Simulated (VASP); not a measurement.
# SnSe (Pnma) in VASP: a series of runs

SnSe is run at these levels: PBE; tasks: single point, relaxation of cell and atoms.

All numbers are computed with VASP 6.6.1; they aren't measurements. Logs are shortened: lines on timing, memory, paths and dates and some standing lists are left out, and cuts for length are marked.

**What was measured.**

“Linear dichroism of the optical properties of SnS and SnSe van der Waals crystals”, 2024, arxiv:2409.17412 reports, for a bulk crystal of SnSe at 300 K: band gap 0.89 eV (indirect).

How close the calculation comes is told below.

## 1. The cell of the first run

It takes space group Pnma (No. 62, orthorhombic). Conventional cell: a = 11.797 Å, b = 4.205 Å, c = 4.568 Å, α = 90.00°, β = 90.00°, γ = 90.00°. Within 3.8 Å of Sn (site symmetry m) lie 6 Se at 2.79 to 3.55 Å and 2 Sn at 3.71 Å. Within 3.7 Å of Se (site symmetry m) lie 6 Sn at 2.79 to 3.55 Å.

## 2. Single point, PBE

File INCAR:

```
ALGO = Normal ; EDIFF = 1E-6
ENCUT = 500 ; GGA = PE
GGA_COMPAT = False ; ISIF = 2
ISMEAR = 0 ; LASPH = True
LCHARG = False ; LREAL = False
LWAVE = False ; NBANDS = 50
NELM = 120 ; PREC = Accurate
SIGMA = 0.02
```

File KPOINTS:

```
k-points
0
Gamma
  4 6 6
```

File POSCAR:

```
SnSe
1.0
   11.7965392480      0.0000000000      0.0000000000
    0.0000000000      4.2052231714      0.0000000000
    0.0000000000      0.0000000000      4.5679500320
Sn Se
4 4
Direct
    0.1214436867      0.2500000000      0.1165654167
    0.3785563133      0.7500000000      0.6165654167
    0.6214436867      0.2500000000      0.3834345833
    0.8785563133      0.7500000000      0.8834345833
    0.3548258886      0.2500000000      0.0239479063
    0.1451741114      0.7500000000      0.5239479063
    0.8548258886      0.2500000000      0.4760520937
    0.6451741114      0.7500000000      0.9760520937
```

Potentials or basis: VASP PAW PBE potentials, release 64 (Sn_d, Se).

Launch:

```
$ cat potpaw_PBE.64/Sn_d/POTCAR potpaw_PBE.64/Se/POTCAR > POTCAR
$ mpirun -np 1 vasp_std > vasp.out
```

OUTCAR:

```text
EDIFF = 1E-6
   ENCUT = 500
   GGA = PE
   ISIF = 2
   ISMEAR = 0
   LASPH = True
   LREAL = False
   NELM = 120
   PREC = Accurate

 ion  position               nearest neighbor table
   1  0.121  0.250  0.117-   5 2.79   6 2.82   6 2.82   4 3.71   4 3.71
   2  0.379  0.750  0.617-   6 2.79   5 2.82   5 2.82   3 3.71   3 3.71
   3  0.621  0.250  0.383-   7 2.79   8 2.82   8 2.82   2 3.71   2 3.71
   4  0.879  0.750  0.883-   8 2.79   7 2.82   7 2.82   1 3.71   1 3.71
   5  0.355  0.250  0.024-   1 2.79   2 2.82   2 2.82
   6  0.145  0.750  0.524-   2 2.79   1 2.82   1 2.82
   7  0.855  0.250  0.476-   3 2.79   4 2.82   4 2.82
   8  0.645  0.750  0.976-   4 2.79   3 2.82   3 2.82

  LATTYP: Found a simple orthorhombic cell.
 ALAT       =     4.2052231714
 B/A-ratio  =     1.0862562689
 C/A-ratio  =     2.8052112259

  Lattice vectors:

 A1 = (   0.0000000000,   4.2052231714,   0.0000000000)
 A2 = (   0.0000000000,   0.0000000000,   4.5679500320)
 A3 = (  11.7965392480,   0.0000000000,   0.0000000000)

Analysis of symmetry for initial positions (statically):
=====================================================================
 Subroutine PRICEL returns:
 Original cell was already a primitive cell.

 Routine SETGRP: Setting up the symmetry group for a
 simple orthorhombic supercell.

 Subroutine GETGRP returns: Found  8 space group operations
 (whereof  2 operations were pure point group operations)
 out of a pool of  8 trial point group operations.

The static configuration has the point symmetry S_2 .
 The point group associated with its full space group is D_2h.

Analysis of symmetry for dynamics (positions and initial velocities):
=====================================================================
 Subroutine PRICEL returns:
 Original cell was already a primitive cell.

 Routine SETGRP: Setting up the symmetry group for a
 simple orthorhombic supercell.

 Subroutine GETGRP returns: Found  8 space group operations
 (whereof  2 operations were pure point group operations)
 out of a pool of  8 trial point group operations.

The dynamic configuration has the point symmetry S_2 .
 The point group associated with its full space group is D_2h.

 Subroutine INISYM returns: Found  8 space group operations
 (whereof  2 operations are pure point group operations),
 and found     1 'primitive' translations

----------------------------------------------------------------------------------------

                                     Primitive cell

  volume of cell :     226.6027

  direct lattice vectors                    reciprocal lattice vectors
    11.796539248  0.000000000  0.000000000     0.084770625  0.000000000  0.000000000
     0.000000000  4.205223171  0.000000000     0.000000000  0.237799508  0.000000000
     0.000000000  0.000000000  4.567950032     0.000000000  0.000000000  0.218916580

  length of vectors
    11.796539248  4.205223171  4.567950032     0.084770625  0.237799508  0.218916580

  position of ions in fractional coordinates (direct lattice)
     0.121443687  0.250000000  0.116565417
     0.378556313  0.750000000  0.616565417
     0.621443687  0.250000000  0.383434583
     0.878556313  0.750000000  0.883434583
     0.354825889  0.250000000  0.023947906
     0.145174111  0.750000000  0.523947906
     0.854825889  0.250000000  0.476052094
     0.645174111  0.750000000  0.976052094

  ion indices of the primitive-cell ions
   primitive index   ion index
                 1           1
                 2           2
                 3           3
                 4           4
                 5           5
                 6           6
                 7           7
                 8           8

----------------------------------------------------------------------------------------

 KPOINTS: k-points

Automatic generation of k-mesh.
 Grid dimensions read from file:
 generate k-points for:    4    6    6

 Generating k-lattice:

  Cartesian coordinates                     Fractional coordinates (reciprocal lattice)
     0.021192656  0.000000000  0.000000000     0.250000000  0.000000000  0.000000000
     0.000000000  0.039633251  0.000000000     0.000000000  0.166666667  0.000000000
     0.000000000  0.000000000  0.036486097     0.000000000  0.000000000  0.166666667

  Length of vectors
     0.021192656  0.039633251  0.036486097

  Shift w.r.t. Gamma in fractional coordinates (k-lattice)
     0.000000000  0.000000000  0.000000000

 Subroutine IBZKPT returns following result:
 ===========================================

 Found     48 irreducible k-points:

 Following reciprocal coordinates:
            Coordinates               Weight
  0.000000  0.000000  0.000000      1.000000
  0.250000  0.000000  0.000000      2.000000
  0.500000  0.000000  0.000000      1.000000
  0.000000  0.166667  0.000000      2.000000
  0.250000  0.166667  0.000000      4.000000
  0.500000  0.166667  0.000000      2.000000
[... 16 lines left out ...]
  0.250000  0.500000  0.166667      4.000000
  0.500000  0.500000  0.166667      2.000000
 [... further k-points ...]
   k-points           NKPTS =     48   k-points in BZ     NKDIM =     48   number of bands    NBANDS=     50
   number of dos      NEDOS =    301   number of ions     NIONS =      8
   total plane-waves  NPLWV = 103680
   dimension x,y,z NGX =    90 NGY =   32 NGZ =   36
   dimension x,y,z NGXF=   180 NGYF=   64 NGZF=   72
   ions per type =               4   4
   NGX,Y,Z   is equivalent  to a cutoff of  12.68, 12.65, 13.10 a.u.
   NGXF,Y,Z  is equivalent  to a cutoff of  25.37, 25.30, 26.20 a.u.
 SYSTEM =  unknown system
   PREC   = accura    normal or accurate (medium, high low for compatibility)
   ISTART =      0    job   : 0-new  1-cont  2-samecut
   ICHARG =      2    charge: 1-file 2-atom 10-const
   ISPIN  =      1    spin polarized calculation?
   LNONCOLLINEAR =      F non collinear calculations
   LSORBIT =      F    spin-orbit coupling
   LASPH  =      T    aspherical Exc in radial PAW
   ENCUT  =  500.0 eV  36.75 Ry    6.06 a.u.  21.51  7.67  8.33*2*pi/ulx,y,z
   NELM   =    120;   NELMIN=  2; NELMDL= -5     # of ELM steps
   EDIFF  = 0.1E-05   stopping-criterion for ELM
   LREAL  =      F    real-space projection
   EDIFFG = 0.1E-04   stopping-criterion for IOM
   NSW    =      0    number of steps for IOM
   IBRION =     -1    ionic relax: 0-MD 1-quasi-New 2-CG
   NFREE  =      0    steps in history (QN), initial steepest desc. (CG)
   ISIF   =      2    stress and relaxation
   ISYM   =      2    0-nonsym 1-usesym 2-fastsym
   POTIM  = 0.5000    time-step for ionic-motion
   TEBEG  =    0.0;   TEEND  =   0.0 temperature during run
   PSTRESS=    0.0 pullay stress
   NELECT =      80.0000    total number of electrons
   NUPDOWN=      -1.0000    fix difference up-down
   EMIN   =  10.00;   EMAX   =-10.00  energy-range for DOS
   EFERMI =   0.00;   METHOD = LEGACY
   ISMEAR =     0;   SIGMA  =   0.02  broadening in eV -4-tet -1-fermi 0-gaus
   EFERMI_NEDOS =   21; number of points for ismear=-14 and -15
   IALGO  =     38    algorithm
   IMIX   =      4    mixing-type and parameters
     AMIX     =   0.40;   BMIX     =  1.00
     AMIX_MAG =   1.60;   BMIX_MAG =  1.00
  volume/ion in A,a.u.               =      28.33       191.15
  Fermi-wavevector in a.u.,A,eV,Ry     =   1.157044  2.186496 18.214806  1.338751
  Thomas-Fermi vector in A             =   2.293659
   LORBIT       =      0    0 simple, 1 ext, 2 COOP (PROOUT), +10 PAW based schemes
   GGA     = PE    functional components
   LHFCALC =     F    Hartree Fock is set to
   AEXX    =    0.0000 exact exchange contribution
   IVDW    =     0    specifies the selected vdW correction
   LEPSILON=     F    determine dielectric tensor
   LRPA    =     F    only Hartree local field effects (RPA)
 non-spin polarized calculation
 Gauss-broadening in eV      SIGMA  =   0.02
  energy-cutoff  :      500.00
  volume of cell :      226.60
 maximum number of plane-waves:      5821
 NGX is ok and might be reduce to    90
   NGX = 43   NGY = 15   NGZ = 17

 number of electron      79.9999978 magnetization

 Free energy of the ion-electron system (eV)
  ---------------------------------------------------
  ext. energy  EPLUGINS =         0.00000000
  ---------------------------------------------------
  free energy    TOTEN  =       -32.89085698 eV

  energy without entropy =      -32.89085698  energy(sigma->0) =      -32.89085698

 E-fermi :   4.9471     XC(G=0):  -9.4149

 val. band max:        4.7972187447   @ k =   0.0000   0.0000   0.3333
 cond. band min:       5.4294798011   @ k =   0.0000   0.3333   0.0000
 fundamental gap:      0.6322610564
 Fermi energy:         4.9471280976

 k-point     1 :       0.0000    0.0000    0.0000
  band No.  band energies     occupation
      1     -16.4919      2.00000
      2     -16.4843      2.00000
      3     -16.4804      2.00000
      4     -16.4782      2.00000
      5     -16.4777      2.00000
      6     -16.4751      2.00000
[... 42 lines left out ...]
     49       9.4313      0.00000
     50       9.5107      0.00000

 k-point     2 :       0.2500    0.0000    0.0000
  band No.  band energies     occupation
      1     -16.4910      2.00000
      2     -16.4857      2.00000
      3     -16.4799      2.00000
      4     -16.4780      2.00000
      5     -16.4780      2.00000
      6     -16.4762      2.00000
[... 42 lines left out ...]
     49       9.5746      0.00000
     50       9.7112      0.00000

 k-point     3 :       0.5000    0.0000    0.0000
  band No.  band energies     occupation
      1     -16.4885      2.00000
      2     -16.4885      2.00000
      3     -16.4789      2.00000
      4     -16.4789      2.00000
      5     -16.4773      2.00000
      6     -16.4773      2.00000
[... 1102 lines left out ...]
     49       8.7075      0.00000
     50       8.7224      0.00000

 k-point    24 :       0.5000    0.5000    0.1667
  band No.  band energies     occupation
      1     -16.4884      2.00000
      2     -16.4884      2.00000
      3     -16.4884      2.00000
      4     -16.4884      2.00000
      5     -16.4678      2.00000
      6     -16.4678      2.00000
[... 42 lines left out ...]
     49       8.6848      0.00000
     50       8.6848      0.00000

 [... further k-points ...]

------------------------ aborting loop because EDIFF is reached ----------------------------------------

  FORCE on cell =-STRESS in cart. coord.  units (eV):
  Direction    XX          YY          ZZ          XY          YZ          ZX
  --------------------------------------------------------------------------------------
  -------------------------------------------------------------------------------------
  Total        0.0356727      0.0411763      0.0036187      0.0000000     -0.0000000      0.0000000
  in kB        0.2522211      0.2911343      0.0255854      0.0000000     -0.0000000      0.0000000
  external PRESSURE =       0.1896469 kB  Pullay stress =       0.0000000 kB

 VOLUME and BASIS-vectors are now :
 -----------------------------------------------------------------------------
  energy-cutoff  :      500.00
  volume of cell :      226.60
      direct lattice vectors                 reciprocal lattice vectors
    11.796539248  0.000000000  0.000000000     0.084770625  0.000000000  0.000000000
     0.000000000  4.205223171  0.000000000     0.000000000  0.237799508  0.000000000
     0.000000000  0.000000000  4.567950032     0.000000000  0.000000000  0.218916580

 POSITION                                       TOTAL-FORCE (eV/Angst)
 -----------------------------------------------------------------------------------
      1.43262      1.05131      0.53246        -0.012038      0.000000     -0.008324
      4.46565      3.15392      2.81644         0.012038     -0.000000     -0.008324
      7.33088      1.05131      1.75151        -0.012038     -0.000000      0.008324
     10.36392      3.15392      4.03549         0.012038     -0.000000      0.008324
      4.18572      1.05131      0.10939         0.007791     -0.000000      0.008139
      1.71255      3.15392      2.39337        -0.007791     -0.000000      0.008139
     10.08399      1.05131      2.17458         0.007791      0.000000     -0.008139
      7.61082      3.15392      4.45856        -0.007791     -0.000000     -0.008139
 -----------------------------------------------------------------------------------
    total drift:                                0.000000     -0.000000     -0.000000

  FREE ENERGIE OF THE ION-ELECTRON SYSTEM (eV)
  ---------------------------------------------------
  free  energy   TOTEN  =       -32.8908569826 eV

  energy  without entropy=      -32.8908569826  energy(sigma->0) =      -32.89085698
```

Wall time 6.2 min (1 thread of AMD EPYC 7R13 (Zen 3), shared host); peak memory 0.52 GiB.

Results:

```
Free energy            : -32.8909 eV
Pressure               : 0.0 GPa
Largest force          : 0.015 eV/Å
Band gap on the k mesh : 0.63 eV (least direct gap 0.87 eV)
```

Forces in eV/Å, atoms in the order of the input:
```
Sn  -0.012  0.000 -0.008
Sn   0.012  0.000 -0.008
Sn  -0.012  0.000  0.008
Sn   0.012  0.000  0.008
Se   0.008  0.000  0.008
Se  -0.008  0.000  0.008
Se   0.008  0.000 -0.008
Se  -0.008  0.000 -0.008
```

Caveat: spin-orbit coupling is left out, which moves the levels of the heavy elements.

(Part 1 of 2 ends here.)
